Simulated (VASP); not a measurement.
Set up this calculation in VASP 6.6.1, as the native input.

| Item | Value |
| --- | --- |
| Task | relaxation of cell and atoms |
| Functional | PBE |
| Potentials or basis | VASP PAW PBE potentials, release 64 (Zr_sv, Zn, N) |
| Cutoff | 600 eV |
| k mesh | 6 × 6 × 12 |
| Occupations | gaussian, width 0.1 eV |
| Spin | no spin polarisation |
| Dipole correction | no |
| Further INCAR settings | ALGO = Normal; EDIFF = 1e-06; IBRION = 2; EDIFFG = -0.01; NSW = 100; ISIF = 3 |

The structure of Zr3ZnN2 lies in POSCAR:

```
Zr3ZnN2
1.0
    5.9731280145      0.0000000000      0.0000000000
   -2.9865640072      5.1728806006      0.0000000000
    0.0000000000      0.0000000000      3.0952126775
Zr Zn N
3 1 2
Direct
    0.5000000000      0.0000000000      0.0000000000
    0.0000000000      0.5000000000      0.0000000000
    0.5000000000      0.5000000000      0.0000000000
    0.0000000000      0.0000000000      0.0000000000
    0.3333333333      0.6666666667      0.5000000000
    0.6666666667      0.3333333333      0.5000000000
```

The cell was generated, and may not be a known phase.

The input as run:

INCAR

```
SYSTEM = Zr3ZnN2
PREC = Accurate ; ENCUT = 600
EDIFF = 1E-6 ; ISMEAR = 0
SIGMA = 0.1 ; LREAL = .FALSE.
LASPH = .TRUE. ; NELM = 80
ALGO = Normal ; ISIF = 3
LWAVE = .FALSE. ; LCHARG = .FALSE.
GGA = PE ; IBRION = 2
NSW = 100 ; EDIFFG = -0.01
```

KPOINTS

```
Automatic mesh
0
G
  6 6 12
  0 0 0
```

Potentials or basis: VASP PAW PBE potentials, release 64 (Zr_sv, Zn, N).

Run with:

```sh
$ cat potpaw_PBE.64/Zr_sv/POTCAR potpaw_PBE.64/Zn/POTCAR potpaw_PBE.64/N/POTCAR > POTCAR
$ mpirun -np 1 vasp_std > vasp.out
```

It gave:

```json
{
  "Relaxed volume": "15.93 Å³/atom",
  "Relaxed cell": "a = 5.972 Å, b = 5.972 Å, c = 3.095 Å, α = 90.00°, β = 90.00°, γ = 120.00°",
  "Space group after relaxing (to 0.1 Å)": "P6/mmm (No. 191)",
  "Energy gained by relaxing": "0.0 meV/atom",
  "Ionic steps": "3",
  "Pressure after relaxing": "0.0 GPa",
  "Band gap on the k mesh": "zero (bands 29 and 30 overlap by 1.34 eV)"
}
```

Run time: 2.9 min on 1 thread of Intel(R) Xeon(R) 6975P-C (Granite Rapids) (shared host), peak memory 0.37 GiB.
